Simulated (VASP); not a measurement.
Crystal: CaO.

```xyz
6
Lattice="3.9156 0.0000 0.0000 -1.9578 3.3910 0.0000 0.0000 0.0000 6.4006" Properties=species:S:1:pos:R:3 pbc="T T T"
Ca   -1.0058    2.8414    4.2671
Ca    0.0000    1.0992    2.1335
Ca    1.0058    2.8414    0.0000
O     2.9636    0.5496    4.2671
O     1.9578    2.2918    2.1335
O     0.9520    0.5496    0.0000
```

```yaml
Program: VASP 6.6.1
Task: relaxation of cell and atoms
Functional: PBE
Potentials_or_basis: VASP PAW PBE potentials, release 64 (Ca_sv, O)
Cutoff: 600 eV
k_mesh: 6 × 6 × 4
Occupations: gaussian, width 0.1 eV
Spin: no spin polarisation
```

At the start: pressure 9.9 GPa; volume 14.16 Å³/atom.

Where does the relaxation end?

Over 9 steps the energy falls by 164.0 meV/atom and the volume is 16.94 Å³/atom (+19.6 %); space group P3_212 (No. 153, to 0.05 Å).

The path:
```
step  energy change (eV)  largest force (eV/Å)  pressure (GPa)  volume (Å³)
   1              0.0000                0.1856            9.95        84.99
   2             -0.6072                0.1733           -1.22        96.13
   3             -0.6438                0.2307           -3.37        99.46
   4             -0.9311                0.1439            0.44        98.06
   5             -0.9454                0.2676            2.06        97.56
   6             -0.9821                0.0744            0.67       100.49
   7             -0.9838                0.0203            0.32       101.36
   8             -0.9838                0.0252            0.34       101.28
   9             -0.9842                0.0162           -0.22       101.66
```

Final structure:
```yaml
crystal:
  lattice:
    - [3.85666, 0.00000, 0.00000]
    - [-1.92833, 3.33996, 0.00000]
    - [0.00000, 0.00000, 7.89194]
  atoms:
    - { symbol: Ca, position: [0.16383, 0.83617, 0.66667] }
    - { symbol: Ca, position: [0.16383, 0.32766, 0.33333] }
    - { symbol: Ca, position: [0.67234, 0.83617, 0.00000] }
    - { symbol: O, position: [0.83687, 0.16313, 0.66667] }
    - { symbol: O, position: [0.83687, 0.67374, 0.33333] }
    - { symbol: O, position: [0.32626, 0.16313, 0.00000] }
```

Caveat: the volume moved by over 15 % at a fixed basis, so the end points are rough.
